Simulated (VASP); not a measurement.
# ZnSe (F-43m) in VASP: vibrations by perturbation theory with LDA

Aim: the vibrations by perturbation theory of ZnSe with LDA.

Everything below comes from runs of VASP 6.6.1. Logs are shortened: lines on timing, memory, paths and dates and some standing lists are left out, and cuts for length are marked.

### 1 The cell of the first run

The structure is cubic, space group F-43m (No. 216). Conventional cell: a = 5.622 Å, b = 5.622 Å, c = 5.622 Å, α = 90.00°, β = 90.00°, γ = 90.00°. Within 3.2 Å of Zn (site symmetry -43m) lie 4 Se at 2.43 Å. Se (site symmetry -43m) has 4 Zn at 2.43 Å within 3.2 Å.

### 2 Vibrations by perturbation theory, LDA

INCAR reads:

```
PREC = Accurate
ENCUT = 520
EDIFF = 1E-8
ISMEAR = 0
SIGMA = 0.01
LREAL = F
LASPH = T
NELM = 80
ALGO = Normal
ISIF = 2
LWAVE = F
LCHARG = F
NBANDS = 16
IBRION = 8
NSW = 1
```

KPOINTS reads:

```
Automatic mesh
0
Gamma
  8 8 8
```

POSCAR reads:

```
ZnSe
1.0
    2.8110927125      2.8110927125      0.0000000000
   -2.8110927125      2.8110927125      0.0000000000
    0.0000000000      2.8110927125      2.8110927125
Zn Se
1 1
Direct
    0.0000000000      0.0000000000      0.0000000000
    0.7500000000      0.2500000000      0.5000000000
```

Potentials or basis: VASP PAW LDA potentials, release 64 (Zn, Se).

On the command line:

```sh
> cat potpaw_LDA.64/Zn/POTCAR potpaw_LDA.64/Se/POTCAR > POTCAR
> mpirun -np 1 vasp_std > vasp.out
```

OUTCAR:

```text
PREC = Accurate
   ENCUT = 520
   EDIFF = 1E-8
   ISMEAR = 0
   LREAL = F
   LASPH = T
   NELM = 80
   ISIF = 2
   IBRION = 8
   NSW = 1

 ion  position               nearest neighbor table
   1  0.000  0.000  0.000-   2 2.43   2 2.43   2 2.43   2 2.43
   2  0.750  0.250  0.500-   1 2.43   1 2.43   1 2.43   1 2.43

  LATTYP: Found a face centered cubic cell.
 ALAT       =     5.6221854250

  Lattice vectors:

 A1 = (   0.0000000000,   2.8110927125,   2.8110927125)
 A2 = (   2.8110927125,   0.0000000000,   2.8110927125)
 A3 = (   2.8110927125,   2.8110927125,   0.0000000000)

Analysis of symmetry for initial positions (statically):
=====================================================================
 Subroutine PRICEL returns:
 Original cell was already a primitive cell.

 Routine SETGRP: Setting up the symmetry group for a
 face centered cubic supercell.

 Subroutine GETGRP returns: Found 24 space group operations
 (whereof 24 operations were pure point group operations)
 out of a pool of 48 trial point group operations.

The static configuration has the point symmetry T_d .

Analysis of symmetry for dynamics (positions and initial velocities):
=====================================================================
 Subroutine PRICEL returns:
 Original cell was already a primitive cell.

 Routine SETGRP: Setting up the symmetry group for a
 face centered cubic supercell.

 Subroutine GETGRP returns: Found 24 space group operations
 (whereof 24 operations were pure point group operations)
 out of a pool of 48 trial point group operations.

The dynamic configuration has the point symmetry T_d .

 Subroutine INISYM returns: Found 24 space group operations
 (whereof 24 operations are pure point group operations),
 and found     1 'primitive' translations

----------------------------------------------------------------------------------------

                                     Primitive cell

  volume of cell :      44.4279

  direct lattice vectors                    reciprocal lattice vectors
     2.811092712  2.811092712  0.000000000     0.177866777  0.177866777 -0.177866777
    -2.811092712  2.811092712  0.000000000    -0.177866777  0.177866777 -0.177866777
     0.000000000  2.811092712  2.811092712     0.000000000  0.000000000  0.355733554

  length of vectors
     3.975485439  3.975485439  3.975485439     0.308074294  0.308074294  0.355733554

  position of ions in fractional coordinates (direct lattice)
     0.000000000  0.000000000  0.000000000
     0.750000000  0.250000000  0.500000000

  ion indices of the primitive-cell ions
   primitive index   ion index
                 1           1
                 2           2

----------------------------------------------------------------------------------------

 KPOINTS: Automatic mesh

Automatic generation of k-mesh.
 Grid dimensions read from file:
 generate k-points for:    8    8    8

 Generating k-lattice:

  Cartesian coordinates                     Fractional coordinates (reciprocal lattice)
     0.022233347  0.022233347 -0.022233347     0.125000000  0.000000000  0.000000000
    -0.022233347  0.022233347 -0.022233347     0.000000000  0.125000000  0.000000000
     0.000000000  0.000000000  0.044466694     0.000000000  0.000000000  0.125000000

  Length of vectors
     0.038509287  0.038509287  0.044466694

  Shift w.r.t. Gamma in fractional coordinates (k-lattice)
     0.000000000  0.000000000  0.000000000

 Subroutine IBZKPT returns following result:
 ===========================================

 Found     29 irreducible k-points:

 Following reciprocal coordinates:
            Coordinates               Weight
  0.000000  0.000000  0.000000      1.000000
  0.125000  0.000000  0.000000      8.000000
  0.250000  0.000000  0.000000      8.000000
  0.375000  0.000000  0.000000      8.000000
  0.500000  0.000000  0.000000      4.000000
  0.125000  0.125000  0.000000     12.000000
[... 16 lines left out ...]
  0.375000  0.250000  0.125000     48.000000
  0.500000  0.250000  0.125000     24.000000
 [... further k-points ...]
   k-points           NKPTS =     29   k-points in BZ     NKDIM =     29   number of bands    NBANDS=     16
   number of dos      NEDOS =    301   number of ions     NIONS =      2
   total plane-waves  NPLWV =  27000
   dimension x,y,z NGX =    30 NGY =   30 NGZ =   30
   dimension x,y,z NGXF=    60 NGYF=   60 NGZF=   60
   ions per type =               1   1
   NGX,Y,Z   is equivalent  to a cutoff of  12.55, 12.55, 12.55 a.u.
   NGXF,Y,Z  is equivalent  to a cutoff of  25.09, 25.09, 25.09 a.u.
 SYSTEM =  unknown system
   PREC   = accura    normal or accurate (medium, high low for compatibility)
   ISTART =      0    job   : 0-new  1-cont  2-samecut
   ICHARG =      2    charge: 1-file 2-atom 10-const
   ISPIN  =      1    spin polarized calculation?
   LNONCOLLINEAR =      F non collinear calculations
   LSORBIT =      F    spin-orbit coupling
   LASPH  =      T    aspherical Exc in radial PAW
   ENCUT  =  520.0 eV  38.22 Ry    6.18 a.u.   7.39  7.39  7.39*2*pi/ulx,y,z
   NELM   =     80;   NELMIN=  2; NELMDL= -5     # of ELM steps
   EDIFF  = 0.1E-07   stopping-criterion for ELM
   LREAL  =      F    real-space projection
   EDIFFG = 0.1E-06   stopping-criterion for IOM
   NSW    =      1    number of steps for IOM
   IBRION =      8    ionic relax: 0-MD 1-quasi-New 2-CG
   NFREE  =      0    steps in history (QN), initial steepest desc. (CG)
   ISIF   =      2    stress and relaxation
   ISYM   =      2    0-nonsym 1-usesym 2-fastsym
   POTIM  = 0.5000    time-step for ionic-motion
   TEBEG  =    0.0;   TEEND  =   0.0 temperature during run
   PSTRESS=    0.0 pullay stress
   NELECT =      18.0000    total number of electrons
   NUPDOWN=      -1.0000    fix difference up-down
   EMIN   =  10.00;   EMAX   =-10.00  energy-range for DOS
   EFERMI =   0.00;   METHOD = LEGACY
   ISMEAR =     0;   SIGMA  =   0.01  broadening in eV -4-tet -1-fermi 0-gaus
   EFERMI_NEDOS =   21; number of points for ismear=-14 and -15
   IALGO  =     38    algorithm
   IMIX   =      4    mixing-type and parameters
     AMIX     =   0.40;   BMIX     =  1.00
     AMIX_MAG =   1.60;   BMIX_MAG =  1.00
  volume/ion in A,a.u.               =      22.21       149.91
  Fermi-wavevector in a.u.,A,eV,Ry     =   1.211380  2.289177 19.965763  1.467442
  Thomas-Fermi vector in A             =   2.346898
   LORBIT       =      0    0 simple, 1 ext, 2 COOP (PROOUT), +10 PAW based schemes
   GGA     = CA    functional components
   LHFCALC =     F    Hartree Fock is set to
   AEXX    =    0.0000 exact exchange contribution
   IVDW    =     0    specifies the selected vdW correction
   LEPSILON=     F    determine dielectric tensor
   LRPA    =     F    only Hartree local field effects (RPA)
 non-spin polarized calculation
 Gauss-broadening in eV      SIGMA  =   0.01
  energy-cutoff  :      520.00
  volume of cell :       44.43
 maximum number of plane-waves:      1243
 NGX is ok and might be reduce to    30
   NGX = 15   NGY = 15   NGZ = 15

--------------------------------------- Ionic step        1  -------------------------------------------

 number of electron      17.9999996 magnetization

 Free energy of the ion-electron system (eV)
  ---------------------------------------------------
  ext. energy  EPLUGINS =         0.00000000
  ---------------------------------------------------
  free energy    TOTEN  =        -7.36650048 eV

  energy without entropy =       -7.36650048  energy(sigma->0) =       -7.36650048

 E-fermi :   1.8306     XC(G=0):  -9.8063

 val. band max:        1.7223880941   @ k =   0.0000   0.0000   0.0000
 cond. band min:       2.8896083047   @ k =   0.0000   0.0000   0.0000
 fundamental gap:      1.1672202107
 Fermi energy:         1.8306282366

 k-point     1 :       0.0000    0.0000    0.0000
  band No.  band energies     occupation
      1     -11.7247      2.00000
      2      -5.0450      2.00000
      3      -5.0450      2.00000
      4      -5.0450      2.00000
      5      -4.6639      2.00000
      6      -4.6639      2.00000
[... 433 lines left out ...]
      3      -4.8999      2.00000
      4      -4.6995      2.00000
      5      -4.6568      2.00000
      6      -4.4396      2.00000
[... 8 lines left out ...]
     15      14.4149      0.00000
     16      15.2565      0.00000

 [... further k-points ...]

------------------------ aborting loop because EDIFF is reached ----------------------------------------

  FORCE on cell =-STRESS in cart. coord.  units (eV):
  Direction    XX          YY          ZZ          XY          YZ          ZX
  --------------------------------------------------------------------------------------
  -------------------------------------------------------------------------------------
  Total       -0.4521668     -0.4521668     -0.4521668      0.0000000     -0.0000000      0.0000000
  in kB      -16.3062382    -16.3062382    -16.3062382      0.0000000     -0.0000000      0.0000000
  external PRESSURE =     -16.3062382 kB  Pullay stress =       0.0000000 kB

 VOLUME and BASIS-vectors are now :
 -----------------------------------------------------------------------------
  energy-cutoff  :      520.00
  volume of cell :       44.43
      direct lattice vectors                 reciprocal lattice vectors
     2.811092712  2.811092712  0.000000000     0.177866777  0.177866777 -0.177866777
    -2.811092712  2.811092712  0.000000000    -0.177866777  0.177866777 -0.177866777
     0.000000000  2.811092712  2.811092712     0.000000000  0.000000000  0.355733554

 POSITION                                       TOTAL-FORCE (eV/Angst)
 -----------------------------------------------------------------------------------
      0.00000      0.00000      0.00000        -0.000000     -0.000000     -0.000000
      1.40555      4.21664      1.40555         0.000000      0.000000      0.000000
 -----------------------------------------------------------------------------------
    total drift:                                0.000000     -0.000000     -0.000000

  FREE ENERGIE OF THE ION-ELECTRON SYSTEM (eV)
  ---------------------------------------------------
  free  energy   TOTEN  =        -7.3665004825 eV

  energy  without entropy=       -7.3665004825  energy(sigma->0) =       -7.36650048

[... ionic steps 2 to 3 ...]

--------------------------------------- Ionic step        4  -------------------------------------------

------------------------ aborting loop because EDIFF is reached ----------------------------------------

[... ionic steps 5 to 6 ...]

--------------------------------------- Ionic step        7  -------------------------------------------

 Free energy of the ion-electron system (eV)
  ---------------------------------------------------
  ---------------------------------------------------
  free energy    TOTEN  =        -0.08251007 eV

  energy without entropy =       -0.08251007

------------------------ aborting loop because EDIFF is reached ----------------------------------------

 INTERNAL STRAIN TENSOR  FOR ION    2  DIRECTION 1   (eV/Angst):
 -----------------------------------------------------------------------------
     0.02363  0.00000 -0.00000
     0.00000 -0.02949  5.20040
     0.00000  5.20040 -0.02949

 INTERNAL STRAIN TENSOR FOR ION    2 for displacements in x,y,z  (eV/Angst):
          X           Y           Z          XY          YZ          ZX
  --------------------------------------------------------------------------------
  x     0.00000     0.00000     0.00000    -0.00000     5.20040    -0.00000
  y     0.00000     0.00000     0.00000    -0.00000    -0.00000     5.20040
  z     0.00000     0.00000     0.00000     5.20040    -0.00000     0.00000

 SECOND DERIVATIVES (NOT SYMMETRIZED)
 ------------------------------------
               1X          1Y          1Z          2X          2Y          2Z
  1X    -5.724414   -0.000000    0.000000    5.724414    0.000000   -0.000000
  1Y     0.000000   -5.724414   -0.000000   -0.000000    5.724414    0.000000
  1Z     0.000000   -0.000000   -5.724414   -0.000000    0.000000    5.724414
  2X     5.761608    0.000000    0.000000   -5.761608    0.000000    0.000000
  2Y     0.000000    5.761608    0.000000    0.000000   -5.761608    0.000000
  2Z     0.000000    0.000000    5.761608    0.000000    0.000000   -5.761608

 Eigenvectors and eigenvalues of the dynamical matrix
 ----------------------------------------------------

   1 f  =    6.263313 THz    39.353559 2PiTHz  208.921649 cm-1    25.902972 meV
             X         Y         Z           dx          dy          dz
      0.000000  0.000000  0.000000    -0.000000   -0.738511    0.000000
      1.405546  4.216639  1.405546     0.000000    0.674242    0.000000
[... 21 lines left out ...]
   6 f/i=    0.010099 THz     0.063454 2PiTHz    0.336869 cm-1     0.041766 meV
             X         Y         Z           dx          dy          dz
      0.000000  0.000000  0.000000     0.354795   -0.453246    0.351127
      1.405546  4.216639  1.405546     0.388615   -0.496450    0.384596

--------------------------------------------------------------------------------------------------------

 ELASTIC MODULI CONTR FROM IONIC RELAXATION (kBar)
 Direction    XX          YY          ZZ          XY          YZ          ZX
 --------------------------------------------------------------------------------
 XX          -0.0000     -0.0000      0.0000      0.0000     -0.0000      0.0000
 YY          -0.0000     -0.0000      0.0000     -0.0000     -0.0000      0.0000
 ZZ           0.0000     -0.0000     -0.0000     -0.0000      0.0000     -0.0000
 XY           0.0000     -0.0000     -0.0000   -170.0554      0.0000      0.0000
 YZ          -0.0000     -0.0000      0.0000      0.0000   -170.0554      0.0000
 ZX           0.0000      0.0000     -0.0000      0.0000      0.0000   -170.0554
 --------------------------------------------------------------------------------
```

Wall time 84 s (1 thread of Intel Xeon 6975P-C (Granite Rapids), shared host); peak memory 0.29 GiB.

Results:

| Quantity | Value |
| --- | --- |
| Highest phonon frequency at Γ, LO-TO splitting left out | 209 cm⁻¹ |

Phonon frequencies in cm⁻¹ (negative: imaginary):
```
              q point        frequencies
(0.000, 0.000, 0.000)  0 0 0 209 209 209
```

Caveat: the cell wasn't relaxed at this level first, which shifts response properties.
